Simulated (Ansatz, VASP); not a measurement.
ZrC: VASP beside Ansatz

```
Zr C
1.0
     0.00000    2.38711    2.38711
     2.38711    0.00000    2.38711
     2.38711    2.38711    0.00000
Zr C
1 1
Direct
  0.50000 0.50000 0.50000
  0.00000 0.00000 0.00000
```

Alike in both runs: functional r2SCAN; k mesh 12 × 12 × 12; occupations fermi-dirac, width 0.1 eV; no spin polarisation.

Ansatz relaxed the structure, and its values are those at the end. VASP's run is a single point on that final structure, the one shown.

```csv
,VASP,Ansatz
version,VASP 6.6.1,Ansatz 0.2.0
potentials or method,"VASP PAW PBE potentials, release 64 (Zr_sv, C), cutoff 520 eV",PAW plane waves
valence electrons in the cell,16,16
```

VASP gave:

| Item | Value |
| --- | --- |
| pressure (GPa) | -8.2 |

What did Ansatz give for the same quantities?

Pressure (GPa): -8.4.

VASP's potentials were made for PBE, not for r2SCAN. Ansatz's warnings: stress scf threshold loose.
